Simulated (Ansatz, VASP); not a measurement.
## In in VASP and in Ansatz

```
In
1.0
     1.92297    1.11023    4.15504
    -1.92297    1.11023    4.15504
     0.00000   -2.22046    4.15504
In
2
Direct
  0.24997 0.24997 0.24997
  0.75003 0.75003 0.75003
```

Alike in both runs: functional PBEsol; k mesh 6 × 6 × 6; occupations gaussian, width 0.1 eV; no spin polarisation.

Ansatz relaxed the structure, and its values are those at the end. VASP's run is a single point on that final structure, the one shown.

|  | VASP | Ansatz |
| --- | --- | --- |
| version | VASP 6.6.1 | Ansatz 0.2.0 |
| potentials or method | VASP PAW PBE potentials, release 64 (In_d), cutoff 520 eV | scalar-relativistic, plane waves, PAW |
| valence electrons in the cell | 26 | 26 |

VASP gave:

```
gap on the k mesh at the Fermi level (eV) : none
pressure (GPa)                            : -0.1
```

Problem. What did Ansatz give for the same quantities?

Solution. gap on the k mesh at the Fermi level (eV): none; pressure (GPa): 0.0.

VASP's potentials were made for PBE, not for PBEsol. A gap of «none» marks a metal or a gap that the smearing closes. With one functional, cell and mesh, what is left measures potentials, basis and numerics.
